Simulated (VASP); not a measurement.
Set up this calculation in VASP 6.6.1, as the native input.

| Property | Result |
| --- | --- |
| Task | single point |
| Functional | PBE |
| Potentials or basis | VASP PAW PBE potentials, release 64 (W_sv, I, O) |
| Cutoff | 520 eV |
| k mesh | 6 × 6 × 6 |
| Occupations | gaussian, width 0.05 eV |
| Spin | no spin polarisation |
| Dipole correction | no |
| Further INCAR settings | ALGO = Normal; EDIFF = 1e-06; NBANDS = 28 |

The structure of WI2O2 lies in POSCAR:

```
WI2O2
1.0
   -1.9019821537      1.9026560607      8.4071169306
    1.9019821537     -1.9026560607      8.4071169306
    1.9019821537      1.9026560607     -8.4071169306
W I O
1 2 2
Direct
    0.0000000000      0.0000000000      0.0000000000
    0.1611668394      0.1611668394      0.0000000000
    0.8388331606      0.8388331606      0.0000000000
    0.5000000000      0.0000000000      0.5000000000
    0.0000000000      0.5000000000      0.5000000000
```

One way to write it, as run:

INCAR

```
PREC     = Accurate       # precision mode
ENCUT    = 520            # plane-wave cutoff, eV
EDIFF    = 1E-6           # SCF threshold, eV
ISMEAR   = 0              # smearing method
SIGMA    = 0.05           # smearing width, eV
LREAL    = False          # projectors in reciprocal space
LASPH    = True           # aspherical terms in the spheres
NELM     = 60             # most SCF steps
ALGO     = Normal         # electronic algorithm
ISIF     = 2              # what is computed and relaxed
LWAVE    = False          # write WAVECAR
LCHARG   = True           # write CHGCAR
GGA      = PE             # functional
LELF     = True           # ELF
LVHAR    = True         
NBANDS   = 28             # bands
```

KPOINTS

```
regular mesh
0
Gamma
  6 6 6
```

Potentials or basis: VASP PAW PBE potentials, release 64 (W_sv, I, O).

Command:

```bash
$ cat potpaw_PBE.64/W_sv/POTCAR potpaw_PBE.64/I/POTCAR potpaw_PBE.64/O/POTCAR > POTCAR
$ mpirun -np 1 vasp_std > vasp.out
```

It gave:

```yaml
Pressure: 2.3 GPa
Largest_force: 0.035 eV/Å
Band_gap_on_the_k_mesh: zero (bands 20 and 21 overlap by 0.55 eV)
```

Caveat: spin-orbit coupling is left out, which moves the levels of the heavy elements.

Wall time 6.7 min on 1 thread of Intel(R) Xeon(R) 6975P-C (Granite Rapids), on a shared host, peak memory 0.73 GiB.
